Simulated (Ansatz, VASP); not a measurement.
Two plane-wave programs on Ti2Co

```
CELL_PARAMETERS angstrom
0.00000 3.24163 3.24163
3.24163 0.00000 3.24163
3.24163 3.24163 0.00000
ATOMIC_POSITIONS crystal
Ti 0.12500 0.12500 0.12500
Ti 0.62500 0.12500 0.12500
Ti 0.12500 0.12500 0.62500
Ti 0.12500 0.62500 0.12500
Co 0.50000 0.50000 0.50000
Co 0.75000 0.75000 0.75000
```

Alike in both runs: functional PBEsol; k mesh 1 × 1 × 1; occupations gaussian, width 0.1 eV; collinear spin.

Ansatz relaxed the structure, and its values are those at the end. VASP's run is a single point on that final structure, the one shown.

|  | VASP | Ansatz |
| --- | --- | --- |
| version | VASP 6.6.1 | Ansatz 0.2.0 |
| potentials or method | VASP PAW PBE potentials, release 64 (Ti_sv, Co), cutoff 520 eV | scalar-relativistic, plane waves, PAW |
| valence electrons in the cell | 66 | 82 |

```csv
,VASP,Ansatz,Ansatz less VASP
pressure (GPa),-0.7,0.0,+0.65
net moment per atom (μB),0.67,0.67,0.000
size of the moment on the site where the two differ most (μB),0.49,0.40,-0.093
```

VASP's potentials were made for PBE, not for PBEsol. Site moments also hang on the region over which each program counts them. VASP's potentials hold 66 valence electrons a cell and Ansatz's 82, so a difference there can come from the potentials and not from the codes.

The k mesh is coarse, so the values compare programs but aren't converged.
